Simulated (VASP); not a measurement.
A run of VASP 6.6.1 is set up as follows.

Contents of INCAR:

```
SYSTEM = Mo
PREC     = Accurate       ! precision mode
ENCUT    = 520            ! plane-wave cutoff, eV
EDIFF    = 1E-7           ! SCF threshold, eV
ISMEAR   = 1              ! smearing method
SIGMA    = 0.1            ! smearing width, eV
LREAL    = .FALSE.        ! projectors in reciprocal space
LASPH    = .TRUE.         ! aspherical terms in the spheres
NELM     = 60             ! most SCF steps
ALGO     = Normal         ! electronic algorithm
ISIF     = 2              ! what is computed and relaxed
LWAVE    = .FALSE.        ! write WAVECAR
LCHARG   = .TRUE.         ! write CHGCAR
LELF     = .TRUE.         ! ELF
LVHAR    = .TRUE.       
NBANDS   = 13             ! bands
```

KPOINTS

```
regular mesh
0
G
  13 13 13
  0 0 0
```

POSCAR

```
Mo
1.0
   -1.5941202034      1.5941202034      1.5941202034
    1.5941202034     -1.5941202034      1.5941202034
    1.5941202034      1.5941202034     -1.5941202034
Mo
1
Direct
    0.0000000000      0.0000000000      0.0000000000
```

Potentials or basis: VASP PAW LDA potentials, release 64 (Mo_sv).

Command:

```bash
$ cat potpaw_LDA.64/Mo_sv/POTCAR > POTCAR
$ mpirun -np 1 vasp_std > vasp.out
```

**Question.** Estimate the band gap on the k mesh.

**Answer.** Zero (band 7 reaches 15.34 eV, above the bottom of band 8 at 10.58 eV).

**Question.** Estimate the pressure.

**Answer.** -17.6 GPa.
